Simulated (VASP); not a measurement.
Write the native input for VASP 6.6.1 that does the following.

```yaml
Task: relaxation of cell and atoms
Functional: LDA
Potentials_or_basis: VASP PAW LDA potentials, release 64 (Pt)
Cutoff: 600 eV
k_mesh: 18 × 18 × 18
Occupations: gaussian, width 0.1 eV
Spin: no spin polarisation
Dipole_correction: no
Further_INCAR_settings: ALGO = Fast; EDIFF = 1e-06; IBRION = 2; EDIFFG = -0.005; NSW = 100; ISIF = 3
```

The structure of Pt lies in POSCAR:

```
Pt
1.0
    0.0000000000      1.9579000000      1.9579000000
    1.9579000000      0.0000000000      1.9579000000
    1.9579000000      1.9579000000      0.0000000000
Pt
1
Direct
    0.0000000000      0.0000000000      0.0000000000
```

The input as run:

INCAR

```
PREC = Accurate ; ENCUT = 600
EDIFF = 1E-6 ; ISMEAR = 0
SIGMA = 0.1 ; LREAL = False
LASPH = True ; NELM = 80
ALGO = Fast ; ISIF = 3
LWAVE = False ; LCHARG = False
IBRION = 2 ; NSW = 100
EDIFFG = -0.005
```

KPOINTS

```
Automatic mesh
0
Gamma
  18 18 18
```

Potentials or basis: VASP PAW LDA potentials, release 64 (Pt).

The run is started by

```sh
$ cat potpaw_LDA.64/Pt/POTCAR > POTCAR
$ mpirun -np 1 vasp_std > vasp.out
```

Results of the run:

```json
{
 "Relaxed volume": "14.80 Å³/atom",
 "Relaxed cell": "a = 2.756 Å, b = 2.756 Å, c = 2.756 Å, α = 60.00°, β = 60.00°, γ = 60.00°",
 "Space group after relaxing (to 0.05 Å)": "Fm-3m (No. 225)",
 "Energy gained by relaxing": "2.8 meV/atom",
 "Ionic steps": "6",
 "Pressure after relaxing": "0.0 GPa",
 "Band gap on the k mesh": "zero (band 5 reaches 12.02 eV, above the bottom of band 6 at 9.72 eV)"
}
```

Caveat: spin-orbit coupling is left out, which moves the levels of the heavy elements.

It took 74 s on 1 thread of Intel Xeon 6975P-C, on a shared host, peak memory 0.18 GiB.
